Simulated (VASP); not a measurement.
# Cd2S (P6/mmm) in VASP: a series of runs, part 2 of 2

VASP 6.6.1. Earlier steps stand in the parts before.

## 4. Single point, r2SCAN

This run uses another cell than the first one, of 23.08 Å³/atom.

Input file POSCAR:

```
Cd2S
1.0
    4.6509089484      0.0000000000      0.0000000000
   -2.3254544742      4.0278053000      0.0000000000
    0.0000000000      0.0000000000      3.6958963970
Cd S
2 1
Direct
    0.3333333333      0.6666666667      0.5000000000
    0.6666666667      0.3333333333      0.5000000000
    0.0000000000      0.0000000000      0.0000000000
```

Input file INCAR.step1:

```
ALGO = Normal
EDIFF = 1E-5
ENCUT = 550
GGA = PE
GGA_COMPAT = F
ISMEAR = 0
LASPH = T
LCHARG = F
LREAL = F
LWAVE = T
NBANDS = 22
NELM = 120
PREC = Accurate
SIGMA = 0.1
```

Input file INCAR.step2:

```
ALGO = Normal
EDIFF = 1E-6
ENCUT = 550
GGA_COMPAT = F
ISIF = 2
ISMEAR = 0
ISTART = 1
LASPH = T
LCHARG = T
LELF = T
LMIXTAU = T
LREAL = F
LVHAR = T
LWAVE = F
METAGGA = R2SCAN
NBANDS = 22
NELM = 120
PREC = Accurate
SIGMA = 0.1
```

Input file KPOINTS:

```
k-points
0
Gamma
  12 12 12
```

Potentials or basis: VASP PAW PBE potentials, release 64 (Cd, S).

Launch:

```bash
> cat potpaw_PBE.64/Cd/POTCAR potpaw_PBE.64/S/POTCAR > POTCAR
> cp INCAR.step1 INCAR
> mpirun -np 1 vasp_std > vasp.out
> cp INCAR.step2 INCAR
> mpirun -np 1 vasp_std > vasp.out
```

OUTCAR:

```text
EDIFF = 1E-6
   ENCUT = 550
   ISIF = 2
   ISMEAR = 0
   ISTART = 1
   LASPH = T
   LREAL = F
   METAGGA = R2SCAN
   NELM = 120
   PREC = Accurate

 ion  position               nearest neighbor table
   1  0.333  0.667  0.500-   2 2.69   2 2.69   2 2.69   3 3.26   3 3.26   3 3.26   3 3.26   3 3.26
                             3 3.26
   2  0.667  0.333  0.500-   1 2.69   1 2.69   1 2.69   3 3.26   3 3.26   3 3.26   3 3.26   3 3.26
                             3 3.26
   3  0.000  0.000  0.000-   1 3.26   2 3.26   1 3.26   2 3.26   1 3.26   1 3.26   2 3.26   2 3.26
                             2 3.26   2 3.26   1 3.26   1 3.26

  LATTYP: Found a hexagonal cell.
 ALAT       =     4.6509089484
 C/A-ratio  =     0.7946610949

  Lattice vectors:

 A1 = (   4.6509089484,   0.0000000000,   0.0000000000)
 A2 = (  -2.3254544742,   4.0278053000,   0.0000000000)
 A3 = (   0.0000000000,   0.0000000000,   3.6958963970)

Analysis of symmetry for initial positions (statically):
=====================================================================
 Subroutine PRICEL returns:
 Original cell was already a primitive cell.

 Routine SETGRP: Setting up the symmetry group for a
 hexagonal supercell.

 Subroutine GETGRP returns: Found 24 space group operations
 (whereof 24 operations were pure point group operations)
 out of a pool of 24 trial point group operations.

The static configuration has the point symmetry D_6h.

Analysis of symmetry for dynamics (positions and initial velocities):
=====================================================================
 Subroutine PRICEL returns:
 Original cell was already a primitive cell.

 Routine SETGRP: Setting up the symmetry group for a
 hexagonal supercell.

 Subroutine GETGRP returns: Found 24 space group operations
[... 119 lines left out ...]
   EFERMI =   0.00;   METHOD = LEGACY
   ISMEAR =     0;   SIGMA  =   0.10  broadening in eV -4-tet -1-fermi 0-gaus
   EFERMI_NEDOS =   21; number of points for ismear=-14 and -15
   IALGO  =     38    algorithm
   IMIX   =      4    mixing-type and parameters
     AMIX     =   0.40;   BMIX     =  1.00
     AMIX_MAG =   1.60;   BMIX_MAG =  1.00
  volume/ion in A,a.u.               =      23.08       155.74
  Fermi-wavevector in a.u.,A,eV,Ry     =   1.238815  2.341021 20.880362  1.534663
  Thomas-Fermi vector in A             =   2.373325
   LORBIT       =      0    0 simple, 1 ext, 2 COOP (PROOUT), +10 PAW based schemes
   METAGGA = R2SCAN    functional components
   LHFCALC =     F    Hartree Fock is set to
   AEXX    =    0.0000 exact exchange contribution
   IVDW    =     0    specifies the selected vdW correction
   LEPSILON=     F    determine dielectric tensor
   LRPA    =     F    only Hartree local field effects (RPA)
 non-spin polarized calculation
 Gauss-broadening in eV      SIGMA  =   0.10
  energy-cutoff  :      550.00
  volume of cell :       69.24
 maximum number of plane-waves:      2055
 NGX is ok and might be reduce to    36
   NGX = 17   NGY = 17   NGZ = 15

 number of electron      30.0000019 magnetization

 Free energy of the ion-electron system (eV)
  ---------------------------------------------------
  ext. energy  EPLUGINS =         0.00000000
  ---------------------------------------------------
  free energy    TOTEN  =       -47.46524886 eV

  energy without entropy =      -47.45734490  energy(sigma->0) =      -47.46129688

 E-fermi :   2.5330     XC(G=0): -10.6762

 val. band max:        2.5311345952   @ k =   0.2500   0.2500   0.3333
 cond. band min:       2.5385594625   @ k =   0.2500   0.1667   0.2500
 fundamental gap:      0.0074248673
 Fermi energy:         2.5330400040

 k-point     1 :       0.0000    0.0000    0.0000
  band No.  band energies     occupation
      1     -10.4884      2.00000
      2      -7.2893      2.00000
      3      -7.0495      2.00000
      4      -7.0495      2.00000
      5      -6.8658      2.00000
      6      -6.8658      2.00000
[... 589 lines left out ...]
     21      11.5306      0.00000
     22      12.1078      0.00000

 [... further k-points ...]

------------------------ aborting loop because EDIFF is reached ----------------------------------------

  FORCE on cell =-STRESS in cart. coord.  units (eV):
  Direction    XX          YY          ZZ          XY          YZ          ZX
  --------------------------------------------------------------------------------------
  -------------------------------------------------------------------------------------
  Total        0.2137648      0.2137648      0.0338986      0.0000000      0.0000000     -0.0000000
  in kB        4.9467590      4.9467590      0.7844512      0.0000000      0.0000000     -0.0000000
  external PRESSURE =       3.5593231 kB  Pullay stress =       0.0000000 kB

 VOLUME and BASIS-vectors are now :
 -----------------------------------------------------------------------------
  energy-cutoff  :      550.00
  volume of cell :       69.24
      direct lattice vectors                 reciprocal lattice vectors
     4.650908948  0.000000000  0.000000000     0.215011735  0.124137083  0.000000000
    -2.325454474  4.027805300  0.000000000     0.000000000  0.248274166  0.000000000
     0.000000000  0.000000000  3.695896397     0.000000000  0.000000000  0.270570355

 POSITION                                       TOTAL-FORCE (eV/Angst)
 -----------------------------------------------------------------------------------
     -0.00000      2.68520      1.84795         0.000000      0.000000     -0.000000
      2.32545      1.34260      1.84795        -0.000000      0.000000      0.000000
      0.00000      0.00000      0.00000        -0.000000     -0.000000      0.000000
 -----------------------------------------------------------------------------------
    total drift:                                0.000000     -0.000000     -0.000000

  FREE ENERGIE OF THE ION-ELECTRON SYSTEM (eV)
  ---------------------------------------------------
  free  energy   TOTEN  =       -47.4652488634 eV

  energy  without entropy=      -47.4573448952  energy(sigma->0) =      -47.46129688
```

OUTCAR.step1:

```text
EDIFF = 1E-5
   ENCUT = 550
   GGA = PE
   ISMEAR = 0
[... 830 lines left out ...]
     -0.00000      2.68520      1.84795         0.000000     -0.000000     -0.000000
      2.32545      1.34260      1.84795        -0.000000      0.000000      0.000000
      0.00000      0.00000      0.00000         0.000000      0.000000      0.000000
 -----------------------------------------------------------------------------------
    total drift:                                0.000000      0.000000     -0.000000

  FREE ENERGIE OF THE ION-ELECTRON SYSTEM (eV)
  ---------------------------------------------------
  free  energy   TOTEN  =        -4.7626540982 eV

  energy  without entropy=       -4.7537633938  energy(sigma->0) =       -4.75820875
```

OSZICAR.step1:

```text
N       E                     dE             d eps       ncg     rms          rms(c)
DAV:   1     0.210060443409E+03    0.21006E+03   -0.15436E+04  5852   0.133E+03
DAV:   2     0.235725405577E+01   -0.20770E+03   -0.19730E+03  6506   0.336E+02
DAV:   3    -0.568629593173E+01   -0.80435E+01   -0.79762E+01  7028   0.670E+01
DAV:   4    -0.573258694972E+01   -0.46291E-01   -0.46271E-01  6338   0.475E+00
DAV:   5    -0.573297725140E+01   -0.39030E-03   -0.39029E-03  7034   0.447E-01    0.671E+00
DAV:   6    -0.478031975073E+01    0.95266E+00   -0.33916E+00  6814   0.116E+01    0.556E+00
DAV:   7    -0.477504075799E+01    0.52790E-02   -0.19847E-01  6146   0.285E+00    0.296E+00
DAV:   8    -0.476312598479E+01    0.11915E-01   -0.36254E-02  6668   0.115E+00    0.336E-01
DAV:   9    -0.476246906537E+01    0.65692E-03   -0.33722E-03  6708   0.274E-01    0.206E-01
DAV:  10    -0.476263152415E+01   -0.16246E-03   -0.36552E-04  6308   0.148E-01    0.519E-02
DAV:  11    -0.476265377645E+01   -0.22252E-04   -0.71736E-05  6716   0.524E-02    0.102E-02
DAV:  12    -0.476265409821E+01   -0.32176E-06   -0.87229E-06  3412   0.192E-02
   1 F= -.47626541E+01 E0= -.47582087E+01  d E =-.889070E-02
```

It took 4.8 min on 1 thread of Intel Xeon 6975P-C (Granite Rapids), shared host; peak memory 0.33 GiB.

What came out:

* Free energy: -47.4652 eV
* Pressure: 0.4 GPa
* Band gap on the k mesh: zero (bands 15 and 16 overlap by 3.11 eV)

Stress tensor (GPa, compression positive):
```
0.49 0.00 0.00
0.00 0.49 0.00
0.00 0.00 0.08
```

Levels at points of the mesh, in eV from the Fermi level:
```csv
k point,band 13,band 14,band 15,band 16,band 17,band 18
"(0.00, 0.00, 0.00)",-2.13,-2.13,-1.32,2.39,2.39,3.88
"(0.50, 0.00, 0.00)",-3.21,-2.07,-0.80,1.38,4.39,5.27
"(0.00, 0.00, 0.50)",-1.67,-1.67,0.29,0.43,4.42,4.42
"(0.50, 0.00, 0.50)",-3.45,-2.79,-1.75,1.25,1.84,2.37
```

Caveat: the PAW data sets were made with another functional, which shifts forces and pressure a little.

## 5. Summary

| cell | k mesh | gap on the mesh (eV) | pressure (GPa) |
| --- | --- | --- | --- |
| a = 4.343, b = 4.343, c = 4.689 Å, angles 90.0, 90.0, 120.0°, 3 atoms | 6 × 6 × 4 | none | 3.2 |
| a = 4.647, b = 4.647, c = 3.699 Å, angles 90.0, 90.0, 120.0°, 3 atoms | 12 × 12 × 10 | none | 0.4 |
| a = 4.651, b = 4.651, c = 3.696 Å, angles 90.0, 90.0, 120.0°, 3 atoms | 12 × 12 × 12 | none | 0.4 |

Alike in all rows: task single point; level r2SCAN; potentials or basis VASP PAW PBE potentials, release 64 (Cd, S); no spin polarisation; cutoff (eV) 550; smearing gaussian 0.1 eV.

Caveats: the PAW data sets were made with another functional, which shifts forces and pressure a little; the cell stands under pressure (at least some runs).

Total energies depend on the potentials used, so only differences within one code and one set of settings carry meaning.
